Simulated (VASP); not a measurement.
A run of VASP 6.6.1:

The input POSCAR:

```
LaLuAs2
1.0
    4.2232600530      0.0000000000      0.0000000000
    0.0000000000      4.2232600530      0.0000000000
    0.0000000000      0.0000000000      5.9521047156
La As Lu
1 2 1
Direct
    0.0000000000      0.0000000000      0.0000000000
    0.0000000000      0.0000000000      0.5000000000
    0.5000000000      0.5000000000      0.0000000000
    0.5000000000      0.5000000000      0.5000000000
```

File INCAR.step1:

```
SYSTEM = LaLuAs2
PREC = Accurate
ENCUT = 560
ISMEAR = -1
SIGMA = 0.02
LREAL = .False.
LASPH = .True.
NELM = 200
NBANDS = 41
GGA = PE
ALGO = Normal
EDIFF = 1E-5
LWAVE = .True.
LCHARG = .False.
GGA_COMPAT = .False.
LMAXMIX = 6
```

File INCAR.step2:

```
SYSTEM = LaLuAs2
PREC = Accurate
ENCUT = 560
EDIFF = 1E-6
ISMEAR = -1
SIGMA = 0.02
LREAL = .False.
LASPH = .True.
NELM = 200
ALGO = Normal
ISIF = 2
LWAVE = .False.
LCHARG = .False.
METAGGA = R2SCAN
LMIXTAU = .True.
NBANDS = 41
ISTART = 1
GGA_COMPAT = .False.
LMAXMIX = 6
```

The input KPOINTS:

```
Automatic mesh
0
Gamma
  6 6 4
  0 0 0
```

Potentials or basis: VASP PAW PBE potentials, release 64 (La, As_d, Lu).

Command:

```sh
$ cat potpaw_PBE.64/La/POTCAR potpaw_PBE.64/As_d/POTCAR potpaw_PBE.64/Lu/POTCAR > POTCAR
$ cp INCAR.step1 INCAR
$ mpirun -np 1 vasp_std > vasp.out
$ cp INCAR.step2 INCAR
$ mpirun -np 1 vasp_std > vasp.out
```

Hardware: 1 thread of Intel(R) Xeon(R) Platinum 8375C CPU @ 2.90GHz (Ice Lake) (shared host).

Task: How long does it take, and how much memory?

Result: It took 10 min on 1 thread of Intel(R) Xeon(R) Platinum 8375C CPU @ 2.90GHz (Ice Lake) (shared host), peak memory 0.37 GiB. Counts: k points 30.
